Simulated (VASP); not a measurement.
**Hf: relaxation of cell and atoms with PBE+D4**

Crystal: Hf.

```
CELL_PARAMETERS angstrom
-1.80500 1.80500 1.80500
1.80500 -1.80500 1.80500
1.80500 1.80500 -1.80500
ATOMIC_POSITIONS crystal
Hf 0.00000 0.00000 0.00000
```

- Program: VASP 6.6.1
- Task: relaxation of cell and atoms
- Functional: PBE
- Dispersion: D4
- Potentials or basis: VASP PAW PBE potentials, release 64 (Hf_pv)
- Cutoff: 600 eV
- k mesh: 10 × 10 × 10
- Occupations: fermi-dirac, width 0.05 eV
- Spin: no spin polarisation
- Dipole correction: no
- Further INCAR settings: ALGO = Normal; EDIFF = 1e-06; IBRION = 2; EDIFFG = -0.01; NSW = 60; ISIF = 3

The relaxed volume is 21.90 Å³/atom. The relaxed cell is a = 3.053 Å, b = 3.053 Å, c = 3.053 Å, α = 109.47°, β = 109.47°, γ = 109.47°, the space group after relaxing (to 0.05 Å) is Im-3m (No. 229) and the energy gained by relaxing is 35.0 meV/atom. The ionic steps are 4, the pressure after relaxing is 0.1 GPa and the band gap on the k mesh is zero (band 5 reaches 6.26 eV, above the bottom of band 6 at 3.95 eV). The dispersion energy per atom is -0.214 eV.

The path:
```csv
step,energy change (eV),largest force (eV/Å),pressure (GPa),volume (Å³)
1,0.0000,0.0000,-6.60,23.52
2,0.0038,0.0000,8.47,20.37
3,-0.0350,0.0000,-0.09,21.93
4,-0.0350,0.0000,0.06,21.90
```

Final structure:
```cif
data_structure
_symmetry_space_group_name_H-M 'P 1'
_symmetry_Int_Tables_number 1
_cell_length_a 3.0528
_cell_length_b 3.0528
_cell_length_c 3.0528
_cell_angle_alpha 109.471
_cell_angle_beta 109.471
_cell_angle_gamma 109.471
_cell_volume 21.90
loop_
_atom_site_label
_atom_site_type_symbol
_atom_site_fract_x
_atom_site_fract_y
_atom_site_fract_z
_atom_site_occupancy
Hf1 Hf 0.00000 0.00000 0.00000 1
```

Levels at points of the mesh, in eV from the Fermi level:
```csv
k point,band 3,band 4,band 5,band 6,band 7,band 8
"(0.00, 0.00, 0.00)",-29.76,-7.12,1.53,1.53,1.53,4.38
"(0.50, 0.00, 0.00)",-29.77,-3.45,-0.54,1.13,4.22,5.24
"(0.50, 0.50, 0.50)",-30.38,-2.67,-2.67,6.93,6.93,6.93
```

It took 34 s on 1 thread of Intel(R) Xeon(R) Platinum 8375C CPU @ 2.90GHz (Ice Lake), on a shared host, peak memory 0.16 GiB.

Caveat: spin-orbit coupling is left out, which moves the levels of the heavy elements; pairwise dispersion overbinds metals, which lowers pressure and volume.
